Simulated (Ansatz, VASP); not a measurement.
Two plane-wave programs on GaH

```xyz
4
Lattice="2.6086 0.0000 -0.0926 0.0000 3.8895 0.0000 -1.1605 0.0000 5.0798" Properties=species:S:1:pos:R:3 pbc="T T T"
Ga    1.3438    2.9171    1.0973
Ga    0.1044    0.9724    3.8899
H     0.1213    2.9171    4.3333
H     1.3268    0.9724    0.6539
```

Change from the starting cell: species swapped into the TiPd type (P2_1/m, No. 11).

Alike in both runs: task relaxation of cell and atoms; functional PBE; k mesh 14 × 10 × 8; occupations gaussian, width 0.1 eV; no spin polarisation.

|  | VASP | Ansatz |
| --- | --- | --- |
| version | VASP 6.6.1 | Ansatz 0.2.0 |
| potentials or method | VASP PAW PBE potentials, release 64 (Ga_d, H), cutoff 600 eV | scalar-relativistic, plane waves, PAW |
| valence electrons in the cell | 28 | 28 |

```tsv
	VASP	Ansatz	Ansatz less VASP
gap on the k mesh at the Fermi level, each at its own relaxed structure (eV)	none	none	-
relaxed volume (Å³/atom)	12.80	12.83	+0.034
relaxed length of the cell vector where the two differ most in proportion (Å)	5.216	5.232	+0.0165
```

A gap of «none» marks a metal or a gap that the smearing closes.
